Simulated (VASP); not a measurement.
Crystal: NbAs.

```
Nb As
1.0
     0.00000    2.92602    2.92602
     2.92602    0.00000    2.92602
     2.92602    2.92602    0.00000
Nb As
1 1
Direct
  0.00000 0.00000 0.00000
  0.25000 0.25000 0.25000
```

Base run:

```yaml
Program: VASP 6.6.1
Functional: r2SCAN
Potentials_or_basis: VASP PAW PBE potentials, release 64 (Nb_sv, As)
Cutoff: 520 eV
k_mesh: 12 × 12 × 12
Occupations: gaussian, width 0.1 eV
Spin: collinear spin
Starting_moments: "[2.5, 0.0] μB"
```

Its results: pressure -3.1 GPa; net moment 0.00 μB per cell.

The run is repeated on the same cell with these changes: moments at the start from [2.5, 0.0] to [1.0, 0.0]. What comes out?

Pressure -0.1 GPa; net moment 1.41 μB per cell; site moments Nb +1.15; As -0.07 μB.

Caveats: the PAW data sets were made with another functional, which shifts forces and pressure a little; the cell stands under tension (at least some runs).
